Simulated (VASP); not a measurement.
# Na (Im-3m) in VASP: a series of runs

The runs below take Na through single point, relaxation of cell and atoms, with PBEsol.

Program: VASP 6.6.1. These are calculated values, not measurements. Logs are shortened: lines on timing, memory, paths and dates and some standing lists are left out, and cuts for length are marked.

## 1. The cell of the first run

The structure is cubic, space group Im-3m (No. 229). The conventional cell has a = 4.178 Å, b = 4.178 Å, c = 4.178 Å, α = 90.00°, β = 90.00°, γ = 90.00°. Na (site symmetry m-3m) has 14 Na at 3.62 to 4.18 Å within 4.8 Å.

## 2. Single point, PBEsol

Contents of INCAR:

```
  PREC = Accurate
  ENCUT = 520
  EDIFF = 1E-6
  ISMEAR = -1
  SIGMA = 0.15
  LREAL = F
  LASPH = T
  NELM = 100
  ALGO = Fast
  ISIF = 2
  LWAVE = F
  LCHARG = T
  GGA = PS
  LELF = T
  LVHAR = T
  NBANDS = 10
```

Contents of KPOINTS:

```
Automatic mesh
0
Gamma
  16 16 16
```

Contents of POSCAR:

```
Na
1.0
   -2.0888709261      2.0888709261      2.0888709261
    2.0888709261     -2.0888709261      2.0888709261
    2.0888709261      2.0888709261     -2.0888709261
Na
1
Direct
    0.0000000000      0.0000000000      0.0000000000
```

Potentials or basis: VASP PAW PBE potentials, release 64 (Na_pv).

Command:

```console
> cat potpaw_PBE.64/Na_pv/POTCAR > POTCAR
> mpirun -np 1 vasp_std > vasp.out
```

OUTCAR:

```text
PREC = Accurate
   ENCUT = 520
   EDIFF = 1E-6
   ISMEAR = -1
   LREAL = F
   LASPH = T
   NELM = 100
   ISIF = 2
   GGA = PS

 ion  position               nearest neighbor table
   1  0.000  0.000  0.000-

  LATTYP: Found a body centered cubic cell.
 ALAT       =     4.1777418522

  Lattice vectors:

 A1 = (  -2.0888709261,   2.0888709261,   2.0888709261)
 A2 = (   2.0888709261,  -2.0888709261,   2.0888709261)
 A3 = (   2.0888709261,   2.0888709261,  -2.0888709261)

Analysis of symmetry for initial positions (statically):
=====================================================================
 Subroutine PRICEL returns:
 Original cell was already a primitive cell.

 Routine SETGRP: Setting up the symmetry group for a
 body centered cubic supercell.

 Subroutine GETGRP returns: Found 48 space group operations
 (whereof 48 operations were pure point group operations)
 out of a pool of 48 trial point group operations.

The static configuration has the point symmetry O_h .

Analysis of symmetry for dynamics (positions and initial velocities):
=====================================================================
 Subroutine PRICEL returns:
 Original cell was already a primitive cell.

 Routine SETGRP: Setting up the symmetry group for a
 body centered cubic supercell.

 Subroutine GETGRP returns: Found 48 space group operations
 (whereof 48 operations were pure point group operations)
 out of a pool of 48 trial point group operations.

The dynamic configuration has the point symmetry O_h .

 Subroutine INISYM returns: Found 48 space group operations
 (whereof 48 operations are pure point group operations),
 and found     1 'primitive' translations

----------------------------------------------------------------------------------------

                                     Primitive cell

  volume of cell :      36.4582

  direct lattice vectors                    reciprocal lattice vectors
    -2.088870926  2.088870926  2.088870926     0.000000000  0.239363760  0.239363760
     2.088870926 -2.088870926  2.088870926     0.239363760  0.000000000  0.239363760
     2.088870926  2.088870926 -2.088870926     0.239363760  0.239363760  0.000000000

  length of vectors
     3.618030574  3.618030574  3.618030574     0.338511476  0.338511476  0.338511476

  position of ions in fractional coordinates (direct lattice)
     0.000000000  0.000000000  0.000000000

  ion indices of the primitive-cell ions
   primitive index   ion index
                 1           1

----------------------------------------------------------------------------------------

 KPOINTS: Automatic mesh

Automatic generation of k-mesh.
 Grid dimensions read from file:
 generate k-points for:   16   16   16

 Generating k-lattice:

  Cartesian coordinates                     Fractional coordinates (reciprocal lattice)
     0.000000000  0.014960235  0.014960235     0.062500000  0.000000000  0.000000000
     0.014960235  0.000000000  0.014960235     0.000000000  0.062500000  0.000000000
     0.014960235  0.014960235  0.000000000     0.000000000  0.000000000  0.062500000

  Length of vectors
     0.021156967  0.021156967  0.021156967

  Shift w.r.t. Gamma in fractional coordinates (k-lattice)
     0.000000000  0.000000000  0.000000000

 Subroutine IBZKPT returns following result:
 ===========================================

 Found    145 irreducible k-points:

 Following reciprocal coordinates:
            Coordinates               Weight
  0.000000  0.000000  0.000000      1.000000
  0.062500  0.000000  0.000000     12.000000
  0.125000  0.000000  0.000000     12.000000
  0.187500  0.000000  0.000000     12.000000
  0.250000  0.000000  0.000000     12.000000
  0.312500  0.000000  0.000000     12.000000
[... 16 lines left out ...]
  0.187500  0.187500  0.000000     24.000000
  0.250000  0.187500  0.000000     48.000000
 [... further k-points ...]
   k-points           NKPTS =    145   k-points in BZ     NKDIM =    145   number of bands    NBANDS=     10
   number of dos      NEDOS =    301   number of ions     NIONS =      1
   total plane-waves  NPLWV =  21952
   dimension x,y,z NGX =    28 NGY =   28 NGZ =   28
   dimension x,y,z NGXF=    56 NGYF=   56 NGZF=   56
   ions per type =               1
   NGX,Y,Z   is equivalent  to a cutoff of  12.87, 12.87, 12.87 a.u.
   NGXF,Y,Z  is equivalent  to a cutoff of  25.73, 25.73, 25.73 a.u.
 SYSTEM =  unknown system
   PREC   = accura    normal or accurate (medium, high low for compatibility)
   ISTART =      0    job   : 0-new  1-cont  2-samecut
   ICHARG =      2    charge: 1-file 2-atom 10-const
   ISPIN  =      1    spin polarized calculation?
   LNONCOLLINEAR =      F non collinear calculations
   LSORBIT =      F    spin-orbit coupling
   LASPH  =      T    aspherical Exc in radial PAW
   ENCUT  =  520.0 eV  38.22 Ry    6.18 a.u.   6.73  6.73  6.73*2*pi/ulx,y,z
   NELM   =    100;   NELMIN=  2; NELMDL= -5     # of ELM steps
   EDIFF  = 0.1E-05   stopping-criterion for ELM
   LREAL  =      F    real-space projection
   EDIFFG = 0.1E-04   stopping-criterion for IOM
   NSW    =      0    number of steps for IOM
   IBRION =     -1    ionic relax: 0-MD 1-quasi-New 2-CG
   NFREE  =      0    steps in history (QN), initial steepest desc. (CG)
   ISIF   =      2    stress and relaxation
   ISYM   =      2    0-nonsym 1-usesym 2-fastsym
   POTIM  = 0.5000    time-step for ionic-motion
   TEBEG  =    0.0;   TEEND  =   0.0 temperature during run
   PSTRESS=    0.0 pullay stress
   NELECT =       7.0000    total number of electrons
   NUPDOWN=      -1.0000    fix difference up-down
   EMIN   =  10.00;   EMAX   =-10.00  energy-range for DOS
   EFERMI =   0.00;   METHOD = LEGACY
   ISMEAR =    -1;   SIGMA  =   0.15  broadening in eV -4-tet -1-fermi 0-gaus
   EFERMI_NEDOS =   21; number of points for ismear=-14 and -15
   IALGO  =     68    algorithm
   IMIX   =      4    mixing-type and parameters
     AMIX     =   0.40;   BMIX     =  1.00
     AMIX_MAG =   1.60;   BMIX_MAG =  1.00
  volume/ion in A,a.u.               =      36.46       246.03
  Fermi-wavevector in a.u.,A,eV,Ry     =   0.944443  1.784739 12.136032  0.891973
  Thomas-Fermi vector in A             =   2.072249
   LORBIT       =      0    0 simple, 1 ext, 2 COOP (PROOUT), +10 PAW based schemes
   GGA     = PS    functional components
   LHFCALC =     F    Hartree Fock is set to
   AEXX    =    0.0000 exact exchange contribution
   IVDW    =     0    specifies the selected vdW correction
   LEPSILON=     F    determine dielectric tensor
   LRPA    =     F    only Hartree local field effects (RPA)
 non-spin polarized calculation
 RMM-DIIS sequential band-by-band and
  energy-cutoff  :      520.00
  volume of cell :       36.46
 maximum number of plane-waves:      1000
   NGX = 13   NGY = 13   NGZ = 13

 number of electron       6.9999998 magnetization

 Free energy of the ion-electron system (eV)
  ---------------------------------------------------
  ext. energy  EPLUGINS =         0.00000000
  ---------------------------------------------------
  free energy    TOTEN  =        -1.41686920 eV

  energy without entropy =       -1.38230120  energy(sigma->0) =       -1.39958520

 E-fermi :   0.3504     XC(G=0):  -6.5452

 val. band max:        0.3429825876   @ k =  -0.3750   0.4375   0.1250
 cond. band min:       0.4037398237   @ k =  -0.4375   0.4375   0.0625
 fundamental gap:      0.0607572362
 Fermi energy:         0.3504405945

 k-point     1 :       0.0000    0.0000    0.0000
  band No.  band energies     occupation
      1     -24.4200      2.00000
      2     -24.4200      2.00000
      3     -24.4200      2.00000
      4      -2.9599      2.00000
      5      12.1940      0.00000
      6      12.1940      0.00000
      7      12.1940      0.00000
      8      13.2083      0.00000
      9      13.2086      0.00000
     10      13.7582      0.00000

 k-point     2 :       0.0625    0.0000    0.0000
  band No.  band energies     occupation
      1     -24.4215      2.00000
      2     -24.4205      2.00000
      3     -24.4200      2.00000
      4      -2.8903      2.00000
      5      11.2220      0.00000
      6      11.7130      0.00000
      7      11.9185      0.00000
      8      12.5873      0.00000
      9      12.7148      0.00000
     10      14.1255      0.00000

 k-point     3 :       0.1250    0.0000    0.0000
  band No.  band energies     occupation
      1     -24.4257      2.00000
      2     -24.4219      2.00000
      3     -24.4200      2.00000
      4      -2.6818      2.00000
      5       9.5751      0.00000
      6      10.9547      0.00000
      7      11.3945      0.00000
      8      11.8366      0.00000
      9      12.4821      0.00000
     10      14.2046      0.00000

 k-point     4 :       0.1875    0.0000    0.0000
  band No.  band energies     occupation
      1     -24.4319      2.00000
      2     -24.4240      2.00000
      3     -24.4200      2.00000
      4      -2.3363      2.00000
      5       7.9557      0.00000
      6      10.2585      0.00000
      7      10.8758      0.00000
      8      11.1875      0.00000
      9      12.1508      0.00000
     10      14.4247      0.00000
[... 222 lines left out ...]
 k-point    22 :       0.4375    0.1250    0.0000
  band No.  band energies     occupation
      1     -24.4564      2.00000
      2     -24.4346      2.00000
      3     -24.4220      2.00000
      4       1.2896      0.00381
      5       1.7959      0.00013
      6       6.6640      0.00000
      7       8.9643      0.00000
      8      10.8210      0.00000
      9      12.9917      0.00000
     10      15.3955      0.00000

 k-point    23 :       0.1875    0.1875    0.0000
  band No.  band energies     occupation
      1     -24.4459      2.00000
      2     -24.4291      2.00000
      3     -24.4226      2.00000
      4      -1.1119      1.99988
      5       5.7720      0.00000
      6       6.5367      0.00000
      7       9.4344      0.00000
      8      11.8616      0.00000
      9      12.8507      0.00000
     10      15.3386      0.00000

 k-point    24 :       0.2500    0.1875    0.0000
  band No.  band energies     occupation
      1     -24.4498      2.00000
      2     -24.4323      2.00000
      3     -24.4231      2.00000
      4      -0.4447      1.99007
      5       4.6517      0.00000
      6       5.9249      0.00000
      7       9.0730      0.00000
      8      11.7963      0.00000
      9      13.1531      0.00000
     10      15.0972      0.00000

 [... further k-points ...]
[... 5 lines left out ...]
  --------------------------------------------------------------------------------------
  -------------------------------------------------------------------------------------
  Total        0.0083024      0.0083024      0.0083024      0.0000000      0.0000000     -0.0000000
  in kB        0.3648556      0.3648556      0.3648556      0.0000000      0.0000000     -0.0000000
  external PRESSURE =       0.3648556 kB  Pullay stress =       0.0000000 kB

 VOLUME and BASIS-vectors are now :
 -----------------------------------------------------------------------------
  energy-cutoff  :      520.00
  volume of cell :       36.46
      direct lattice vectors                 reciprocal lattice vectors
    -2.088870926  2.088870926  2.088870926     0.000000000  0.239363760  0.239363760
     2.088870926 -2.088870926  2.088870926     0.239363760  0.000000000  0.239363760
     2.088870926  2.088870926 -2.088870926     0.239363760  0.239363760  0.000000000

 POSITION                                       TOTAL-FORCE (eV/Angst)
 -----------------------------------------------------------------------------------
      0.00000      0.00000      0.00000         0.000000      0.000000      0.000000
 -----------------------------------------------------------------------------------
    total drift:                               -0.000000     -0.000000     -0.000000

  FREE ENERGIE OF THE ION-ELECTRON SYSTEM (eV)
  ---------------------------------------------------
  free  energy   TOTEN  =        -1.4168691955 eV

  energy  without entropy=       -1.3823012006  energy(sigma->0) =       -1.39958520
```

Run time: 24 s. Hardware: 1 thread of Intel Xeon 6975P-C (Granite Rapids), shared host; peak memory 0.17 GiB.

What came out:

- Free energy: -1.4169 eV
- Pressure: 0.0 GPa

Caveat: the PAW data sets were made with another functional, which shifts forces and pressure a little.

(Continued in part 2 of 2.)
